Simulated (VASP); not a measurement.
PtBr2 (fluorite type):

```
Pt Br
1.0
     0.00000    2.85691    2.85691
     2.85691    0.00000    2.85691
     2.85691    2.85691    0.00000
Pt Br
1 2
Direct
  0.00000 0.00000 0.00000
  0.25000 0.25000 0.25000
  0.75000 0.75000 0.75000
```

* Program: VASP 6.6.1
* Task: relaxation of cell and atoms
* Functional: PBE
* Potentials or basis: VASP PAW PBE potentials, release 64 (Pt, Br)
* Cutoff: 600 eV
* k mesh: 11 × 11 × 11
* Occupations: fermi-dirac, width 0.05 eV
* Spin: no spin polarisation

At the start: pressure 81.6 GPa; volume 15.55 Å³/atom.

Q: Where does the relaxation end?

A: Over 5 steps the energy falls by 1423.5 meV/atom and the volume is 24.17 Å³/atom (+55.5 %); space group Fm-3m (No. 225, to 0.05 Å).

The path:
```tsv
step	energy change (eV)	largest force (eV/Å)	pressure (GPa)	volume (Å³)
1	0.0000	0.0000	81.62	46.64
2	-2.0995	0.0000	-7.60	123.11
3	-4.2582	0.0000	-1.69	74.75
4	-4.2668	0.0000	-0.93	73.71
5	-4.2704	0.0000	0.02	72.50
```

Final structure:
```
CELL_PARAMETERS angstrom
0.00000 3.30961 3.30961
3.30961 0.00000 3.30961
3.30961 3.30961 0.00000
ATOMIC_POSITIONS crystal
Pt 0.00000 0.00000 0.00000
Br 0.25000 0.25000 0.25000
Br 0.75000 0.75000 0.75000
```

Caveat: the volume moved by over 15 % at a fixed basis, so the end points are rough.
